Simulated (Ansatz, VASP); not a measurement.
Mg3Sb2: VASP beside Ansatz

```
Mg Sb
1.0
     4.58200    0.00000    0.00000
    -2.29100    3.96813    0.00000
     0.00000    0.00000    7.24400
Mg Sb
3 2
Direct
  0.33333 0.66667 0.63000
  0.66667 0.33333 0.37000
  0.00000 0.00000 0.00000
  0.33333 0.66667 0.23500
  0.66667 0.33333 0.76500
```

Alike in both runs: task relaxation of cell and atoms; functional PBE; k mesh 9 × 9 × 6; occupations gaussian, width 0.01 eV; no spin polarisation.

|  | VASP | Ansatz |
| --- | --- | --- |
| version | VASP 6.6.1 | Ansatz 0.2.0 |
| potentials or method | VASP PAW PBE potentials, release 64 (Mg, Sb), cutoff 600 eV | scalar-relativistic, plane waves, PAW |
| valence electrons in the cell | 16 | 60 |

```csv
,VASP,Ansatz,Ansatz less VASP
"gap on the k mesh at the Fermi level, each at its own relaxed structure (eV)",0.09,0.12,+0.027
relaxed volume (Å³/atom),26.61,26.60,-0.005
relaxed cell length with the largest relative difference (Å),4.596,4.595,-0.0004
```

VASP's potentials hold 16 valence electrons a cell and Ansatz's 60, so a difference there can come from the potentials and not from the codes.

Neither program's run includes spin-orbit coupling.
